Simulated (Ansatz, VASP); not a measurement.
One calculation of Mg8HO8, two programs

```
CELL_PARAMETERS angstrom
0.00000 3.85900 3.85900
3.85900 0.00000 3.85900
3.85900 3.85900 0.00000
ATOMIC_POSITIONS crystal
Mg 0.99766 0.00114 0.00054
Mg 0.99965 0.00239 0.49891
Mg 0.99966 0.49953 0.00176
Mg 0.99966 0.49953 0.49892
Mg 0.50128 0.00115 0.00054
Mg 0.50128 0.00115 0.49690
Mg 0.50127 0.49752 0.00054
Mg 0.50253 0.49952 0.49891
O 0.25041 0.25023 0.24962
O 0.24544 0.26506 0.74469
O 0.24544 0.74530 0.26445
O 0.24544 0.74530 0.74469
O 0.75035 0.25022 0.24960
O 0.75035 0.25022 0.74970
O 0.75036 0.75029 0.24961
O 0.76519 0.74530 0.74469
H 0.37539 0.87525 0.87462
```

Alike in both runs: functional PBE; dispersion D3(BJ); k mesh 2 × 2 × 2; occupations gaussian, width 0.05 eV; collinear spin.

Ansatz relaxed the structure, and its values are those at the end. VASP's run is a single point on that final structure, the one shown.

|  | VASP | Ansatz |
| --- | --- | --- |
| version | VASP 6.6.1 | Ansatz 0.2.0 |
| potentials or method | VASP PAW PBE potentials, release 64 (Mg, O, H), cutoff 520 eV | scalar-relativistic, plane waves, PAW |
| valence electrons in the cell | 65 | 129 |

```csv
,VASP,Ansatz,Ansatz less VASP
rms of the force components (eV/Å),0.012,0.010,-0.0016
net moment per atom (μB),0.04,0.04,0.000
size of the moment on the site where the two differ most (μB),0.25,0.33,+0.078
```

Site moments also hang on the region over which each program counts them. VASP's potentials hold 65 valence electrons a cell and Ansatz's 129, so a difference there can come from the potentials and not from the codes.

The k mesh is coarse, so the values compare programs but aren't converged.
